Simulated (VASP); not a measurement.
**Cu: single point with RPBE**

The system is Cu.

```
Cu
1.0
     0.00000    1.83661    1.83661
     1.83661    0.00000    1.83661
     1.83661    1.83661    0.00000
Cu
1
Direct
  0.00000 0.00000 0.00000
```

* Program: VASP 6.6.1
* Task: single point
* Functional: RPBE
* Potentials or basis: VASP PAW PBE potentials, release 64 (Cu)
* Cutoff: 520 eV
* k mesh: 20 × 20 × 20
* Occupations: gaussian, width 0.1 eV
* Spin: no spin polarisation
* Dipole correction: no
* Further INCAR settings: ALGO = Normal; EDIFF = 1e-07; NBANDS = 12

```json
{
  "Pressure": "0.5 GPa"
}
```

Levels at points of the mesh, in eV from the Fermi level:
| k point | band 3 | band 4 | band 5 | band 6 | band 7 | band 8 | band 9 | band 10 |
| --- | --- | --- | --- | --- | --- | --- | --- | --- |
| (0.00, 0.00, 0.00) | -2.85 | -2.85 | -2.10 | -2.10 | 22.17 | 24.55 | 24.55 | 24.55 |
| (0.50, 0.00, 0.00) | -2.89 | -1.57 | -1.57 | -0.85 | 3.57 | 20.68 | 21.43 | 21.43 |
| (0.50, 0.50, 0.00) | -1.59 | -1.43 | -1.43 | 1.56 | 6.82 | 12.77 | 12.77 | 17.08 |

Run time: 30 s on 1 thread of Intel(R) Xeon(R) Platinum 8259CL CPU @ 2.50GHz (Skylake/Cascade Lake), with other jobs on the host, peak memory 0.15 GiB.

Caveat: the PAW data sets were made with another functional, which shifts forces and pressure a little.
